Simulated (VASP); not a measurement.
# MoS2 (R3m) in VASP: notebook, part 2 of 2

VASP 6.6.1. Earlier steps stand in the parts before.

### 3 Electric field gradients, PBEsol (16.62 Å³/atom)

File INCAR:

```
SYSTEM = MoS2
  PREC = Accurate
  ENCUT = 520
  EDIFF = 1E-8
  ISMEAR = -1
  SIGMA = 0.05
  LREAL = .False.
  LASPH = .True.
  NELM = 80
  ALGO = Normal
  ISIF = 2
  LWAVE = .False.
  LCHARG = .False.
  GGA = PS
  LEFG = .True.
  NBANDS = 20
```

File KPOINTS:

```
regular mesh
0
Gamma
  13 13 13
  0 0 0
```

File POSCAR:

```
MoS2
1.0
    1.5492157804      0.8944401478      5.9983290071
   -1.5492157804      0.8944401478      5.9983290071
    0.0000000000     -1.7888802957      5.9983290071
Mo S
1 2
Direct
    0.0000000000      0.0000000000      0.0000000000
    0.7484000000      0.7484000000      0.7484000000
    0.5849000000      0.5849000000      0.5849000000
```

Potentials or basis: VASP PAW PBE potentials, release 64 (Mo_sv, S).

Run with:

```console
$ cat potpaw_PBE.64/Mo_sv/POTCAR potpaw_PBE.64/S/POTCAR > POTCAR
$ mpirun -np 1 vasp_std > vasp.out
```

OUTCAR:

```text
SYSTEM = MoS2
   PREC = Accurate
   ENCUT = 520
   EDIFF = 1E-8
   ISMEAR = -1
   LREAL = .False.
   LASPH = .True.
   NELM = 80
   ISIF = 2
   GGA = PS

 ion  position               nearest neighbor table
   1  0.000  0.000  0.000-   2 2.32   2 2.32   2 2.32   3 2.32   3 2.32   3 2.32
   2  0.748  0.748  0.748-   1 2.32   1 2.32   1 2.32
   3  0.585  0.585  0.585-   1 2.32   1 2.32   1 2.32

  LATTYP: Found a trigonal (rhomboedric) cell.
 ALAT       =     6.2593964237
 COS(alpha) =     0.8774851014

  Lattice vectors:

 A1 = (   1.5492157804,   0.8944401478,   5.9983290071)
 A2 = (  -1.5492157804,   0.8944401478,   5.9983290071)
 A3 = (   0.0000000000,  -1.7888802957,   5.9983290071)

Analysis of symmetry for initial positions (statically):
=====================================================================
 Subroutine PRICEL returns:
 Original cell was already a primitive cell.

 Routine SETGRP: Setting up the symmetry group for a
 trigonal (rhombohedral) supercell.

 Subroutine GETGRP returns: Found  6 space group operations
 (whereof  6 operations were pure point group operations)
 out of a pool of 12 trial point group operations.

The static configuration has the point symmetry C_3v.

Analysis of symmetry for dynamics (positions and initial velocities):
=====================================================================
 Subroutine PRICEL returns:
 Original cell was already a primitive cell.

 Routine SETGRP: Setting up the symmetry group for a
 trigonal (rhombohedral) supercell.

[... 165 lines left out ...]
      4     -26.9842      2.00000
      5      -7.2195      2.00000
      6      -5.1288      2.00000
[... 541 lines left out ...]
     19      16.4441      0.00000
     20      17.1567      0.00000

 [... further k-points ...]

------------------------ aborting loop because EDIFF is reached ----------------------------------------

  FORCE on cell =-STRESS in cart. coord.  units (eV):
  Direction    XX          YY          ZZ          XY          YZ          ZX
  --------------------------------------------------------------------------------------
  -------------------------------------------------------------------------------------
  Total        4.0599046      4.0599046      6.9031005      0.0000000     -0.0000000      0.0000000
  in kB      130.4312572    130.4312572    221.7737028      0.0000000     -0.0000000      0.0000000
  external PRESSURE =     160.8787391 kB  Pullay stress =       0.0000000 kB

 VOLUME and BASIS-vectors are now :
 -----------------------------------------------------------------------------
  energy-cutoff  :      520.00
  volume of cell :       49.87
      direct lattice vectors                 reciprocal lattice vectors
     1.549215780  0.894440148  5.998329007     0.322743937  0.186336299  0.055571032
    -1.549215780  0.894440148  5.998329007    -0.322743937  0.186336299  0.055571032
     0.000000000 -1.788880296  5.998329007     0.000000000 -0.372672598  0.055571032

 POSITION                                       TOTAL-FORCE (eV/Angst)
 -----------------------------------------------------------------------------------
      0.00000      0.00000      0.00000         0.000000      0.000000     -0.003686
      0.00000     -0.00000     13.46745         0.000000     -0.000000      2.269831
      0.00000     -0.00000     10.52527         0.000000      0.000000     -2.266145
 -----------------------------------------------------------------------------------
    total drift:                                0.000000      0.000000     -0.000010

  FREE ENERGIE OF THE ION-ELECTRON SYSTEM (eV)
  ---------------------------------------------------
  free  energy   TOTEN  =       -23.2003745293 eV

  energy  without entropy=      -23.2003672767  energy(sigma->0) =      -23.20037090

 Electric field gradients (V/A^2)
---------------------------------------------------------------------
 ion       V_xx      V_yy      V_zz      V_xy      V_xz      V_yz
---------------------------------------------------------------------
   1      50.427    50.427  -100.853     0.000     0.000     0.000
   2      33.723    33.723   -67.445     0.000    -0.000     0.000
   3      32.849    32.849   -65.699     0.000     0.000     0.000
---------------------------------------------------------------------

 Electric field gradients after diagonalization (V/A^2)
 (convention: |V_zz| > |V_xx| > |V_yy|)
----------------------------------------------------------------------
 ion       V_xx      V_yy      V_zz     asymmetry (V_yy - V_xx)/ V_zz
----------------------------------------------------------------------
   1      50.427    50.427  -100.853       0.000
   2      33.723    33.723   -67.445       0.000
   3      32.849    32.849   -65.699       0.000
----------------------------------------------------------------------

           NMR quadrupolar parameters

 Cq : quadrupolar parameter    Cq=e*Q*V_zz/h
 eta: asymmetry parameters     (V_yy - V_xx)/ V_zz
 Q  : nuclear electric quadrupole moment in mb (millibarn)
----------------------------------------------------------------------
 ion       Cq(MHz)       eta       Q (mb)
----------------------------------------------------------------------
   1      -0.244       0.000       1.000
   2      -0.163       0.000       1.000
   3      -0.159       0.000       1.000
----------------------------------------------------------------------
```

OSZICAR:

```text
N       E                     dE             d eps       ncg     rms          rms(c)
DAV:   1     0.183546163888E+03    0.18355E+03   -0.13557E+04  9264   0.124E+03
DAV:   2    -0.173863374250E+02   -0.20093E+03   -0.19550E+03 11208   0.321E+02
DAV:   3    -0.244412474645E+02   -0.70549E+01   -0.69919E+01 11480   0.566E+01
DAV:   4    -0.245174597474E+02   -0.76212E-01   -0.76171E-01 11296   0.625E+00
DAV:   5    -0.245185725997E+02   -0.11129E-02   -0.11128E-02 11648   0.737E-01    0.317E+01
DAV:   6    -0.234305129242E+02    0.10881E+01   -0.70139E+00  9964   0.175E+01    0.106E+01
DAV:   7    -0.232857218098E+02    0.14479E+00   -0.21926E+00  9556   0.913E+00    0.703E+00
DAV:   8    -0.232014897777E+02    0.84232E-01   -0.42513E-01 10376   0.421E+00    0.178E+00
DAV:   9    -0.232012134211E+02    0.27636E-03   -0.15967E-02 11072   0.814E-01    0.690E-01
DAV:  10    -0.232003578380E+02    0.85558E-03   -0.52081E-03 10332   0.486E-01    0.907E-02
DAV:  11    -0.232003760630E+02   -0.18225E-04   -0.46885E-04 10640   0.154E-01    0.598E-02
DAV:  12    -0.232003686710E+02    0.73921E-05   -0.42291E-05 10812   0.448E-02    0.248E-02
DAV:  13    -0.232003744953E+02   -0.58243E-05   -0.62212E-06 10180   0.163E-02    0.258E-03
DAV:  14    -0.232003745024E+02   -0.70308E-08   -0.97846E-07 11616   0.540E-03    0.286E-03
DAV:  15    -0.232003745149E+02   -0.12561E-07   -0.11360E-07 10268   0.231E-03    0.204E-03
DAV:  16    -0.232003745303E+02   -0.15358E-07   -0.50929E-09  7332   0.512E-04    0.313E-04
DAV:  17    -0.232003745293E+02    0.97589E-09   -0.12721E-09  5856   0.233E-04
   1 F= -.23200375E+02 E0= -.23200371E+02  d E =-.725256E-05
```

stdout:

```text
POSCAR found type information on POSCAR MoS
 POSCAR found :  2 types and       3 ions
 scaLAPACK will be used
 -----------------------------------------------------------------------------
|                                                                             |
|                                                                             |
|     You enforced a specific xc type in the INCAR file but a different       |
|     I HOPE YOU KNOW WHAT YOU ARE DOING!                                     |
|                                                                             |
 -----------------------------------------------------------------------------

 LDA part: xc-table for (Slater+PW92), standard interpolation
 POSCAR, INCAR and KPOINTS ok, starting setup
 FFT: planning ... GRIDC
 FFT: planning ... GRID_SOFT
 FFT: planning ... GRID
 WAVECAR not read
 entering main loop
ion   1

ion   2

ion   3
```

It took 4.8 min on 1 thread of Intel Xeon 6975P-C (Granite Rapids), shared host; peak memory 0.44 GiB.

Results:

* Free energy: -23.2004 eV
* Pressure: 16.1 GPa
* Largest force: 2.270 eV/Å
* Band gap on the k mesh: 0.73 eV (least direct gap 1.97 eV)
* Largest electric field gradient by atom: Mo -100.9; S -67.4, -65.7 V/Å²

Forces in eV/Å, atoms in the order of the input:
```
Mo   0.000  0.000 -0.004
S    0.000  0.000  2.270
S    0.000  0.000 -2.266
```

Electric field gradients, principal values (V/Å²):
```tsv
atom	least	middle	greatest (by size)
1 Mo	50.427	50.427	-100.853
2 S	33.723	33.723	-67.445
3 S	32.849	32.849	-65.699
```

Caveat: the cell stands under pressure; without QUAD_EFG the Cq values of the log hold for a quadrupole moment of 1 mb, not for the nuclei; the PAW data sets were made with another functional, which shifts forces and pressure a little; an odd mesh through Γ misses points on the zone boundary, where band edges can lie.

### 4 Electric field gradients, PBEsol (16.98 Å³/atom)

This run uses another cell than the first one, of 16.98 Å³/atom.

File INCAR:

```
ALGO = Normal
EDIFF = 1E-8
ENCUT = 520
GGA = PS
ISIF = 2
ISMEAR = -1
LASPH = True
LCHARG = False
LEFG = True
LREAL = False
LWAVE = False
NBANDS = 20
NELM = 60
PREC = Accurate
SIGMA = 0.05
```

File KPOINTS:

```
k-points
0
Gamma
  13 13 13
```

File POSCAR:

```
MoS2
1.0
    1.5601261102      0.9007392297      6.0405721524
   -1.5601261102      0.9007392297      6.0405721524
    0.0000000000     -1.8014784593      6.0405721524
Mo S
1 2
Direct
    0.0000000000      0.0000000000      0.0000000000
    0.7484000000      0.7484000000      0.7484000000
    0.5849000000      0.5849000000      0.5849000000
```

Potentials or basis: VASP PAW PBE potentials, release 64 (Mo_sv, S).

Run with:

```console
$ cat potpaw_PBE.64/Mo_sv/POTCAR potpaw_PBE.64/S/POTCAR > POTCAR
$ mpirun -np 1 vasp_std > vasp.out
```

OUTCAR:

```text
EDIFF = 1E-8
   ENCUT = 520
   GGA = PS
   ISIF = 2
   ISMEAR = -1
   LASPH = True
   LREAL = False
   NELM = 60
   PREC = Accurate

 ion  position               nearest neighbor table
   1  0.000  0.000  0.000-   2 2.33   2 2.33   2 2.33   3 2.33   3 2.33   3 2.33
   2  0.748  0.748  0.748-   1 2.33   1 2.33   1 2.33
   3  0.585  0.585  0.585-   1 2.33   1 2.33   1 2.33

  LATTYP: Found a trigonal (rhomboedric) cell.
 ALAT       =     6.3034781326
 COS(alpha) =     0.8774851014

  Lattice vectors:

 A1 = (   1.5601261102,   0.9007392297,   6.0405721524)
 A2 = (  -1.5601261102,   0.9007392297,   6.0405721524)
 A3 = (   0.0000000000,  -1.8014784593,   6.0405721524)

Analysis of symmetry for initial positions (statically):
=====================================================================
 Subroutine PRICEL returns:
 Original cell was already a primitive cell.

 Routine SETGRP: Setting up the symmetry group for a
 trigonal (rhombohedral) supercell.

 Subroutine GETGRP returns: Found  6 space group operations
[... 746 lines left out ...]
 POSITION                                       TOTAL-FORCE (eV/Angst)
 -----------------------------------------------------------------------------------
      0.00000      0.00000      0.00000         0.000000     -0.000000     -0.003619
      0.00000      0.00000     13.56229         0.000000      0.000000      1.818772
      0.00000      0.00000     10.59939         0.000000     -0.000000     -1.815153
 -----------------------------------------------------------------------------------
    total drift:                                0.000000      0.000000      0.000038

  FREE ENERGIE OF THE ION-ELECTRON SYSTEM (eV)
  ---------------------------------------------------
  free  energy   TOTEN  =       -23.2926133817 eV

  energy  without entropy=      -23.2926063491  energy(sigma->0) =      -23.29260987

 Electric field gradients (V/A^2)
---------------------------------------------------------------------
 ion       V_xx      V_yy      V_zz      V_xy      V_xz      V_yz
---------------------------------------------------------------------
   1      49.173    49.173   -98.347     0.000     0.000    -0.000
   2      32.987    32.987   -65.974     0.000    -0.000    -0.000
   3      32.177    32.177   -64.354     0.000     0.000    -0.000
---------------------------------------------------------------------

 Electric field gradients after diagonalization (V/A^2)
 (convention: |V_zz| > |V_xx| > |V_yy|)
----------------------------------------------------------------------
 ion       V_xx      V_yy      V_zz     asymmetry (V_yy - V_xx)/ V_zz
----------------------------------------------------------------------
   1      49.173    49.173   -98.347       0.000
   2      32.987    32.987   -65.974       0.000
   3      32.177    32.177   -64.354       0.000
----------------------------------------------------------------------

           NMR quadrupolar parameters

 Cq : quadrupolar parameter    Cq=e*Q*V_zz/h
 eta: asymmetry parameters     (V_yy - V_xx)/ V_zz
 Q  : nuclear electric quadrupole moment in mb (millibarn)
----------------------------------------------------------------------
 ion       Cq(MHz)       eta       Q (mb)
----------------------------------------------------------------------
   1      -0.238       0.000       1.000
   2      -0.160       0.000       1.000
   3      -0.156       0.000       1.000
----------------------------------------------------------------------
```

stdout:

```text
POSCAR found type information on POSCAR MoS
 POSCAR found :  2 types and       3 ions
 scaLAPACK will be used
 -----------------------------------------------------------------------------
|                                                                             |
|                                                                             |
|     You enforced a specific xc type in the INCAR file but a different       |
|     I HOPE YOU KNOW WHAT YOU ARE DOING!                                     |
|                                                                             |
 -----------------------------------------------------------------------------

 LDA part: xc-table for (Slater+PW92), standard interpolation
 POSCAR, INCAR and KPOINTS ok, starting setup
 FFT: planning ... GRIDC
 FFT: planning ... GRID_SOFT
 FFT: planning ... GRID
 WAVECAR not read
 entering main loop
ion   1

ion   2

ion   3
```

Wall time 5.1 min (1 thread of Intel Xeon 6975P-C (Granite Rapids), shared host); peak memory 0.45 GiB.

Results:

```yaml
Free_energy: -23.2926 eV
Pressure: 11.7 GPa
Largest_force: 1.819 eV/Å
Band_gap_on_the_k_mesh: 0.74 eV (least direct gap 1.92 eV)
Largest_electric_field_gradient_by_atom: Mo -98.3; S -66.0, -64.4 V/Å²
```

Forces in eV/Å, atoms in the order of the input:
```
Mo   0.000  0.000 -0.004
S    0.000  0.000  1.819
S    0.000  0.000 -1.815
```

Electric field gradients, principal values (V/Å²):
```tsv
atom	least	middle	greatest (by size)
1 Mo	49.173	49.173	-98.347
2 S	32.987	32.987	-65.974
3 S	32.177	32.177	-64.354
```

Caveat: the cell stands under pressure; without QUAD_EFG the Cq values of the log hold for a quadrupole moment of 1 mb, not for the nuclei; the PAW data sets were made with another functional, which shifts forces and pressure a little; an odd mesh through Γ misses points on the zone boundary, where band edges can lie.
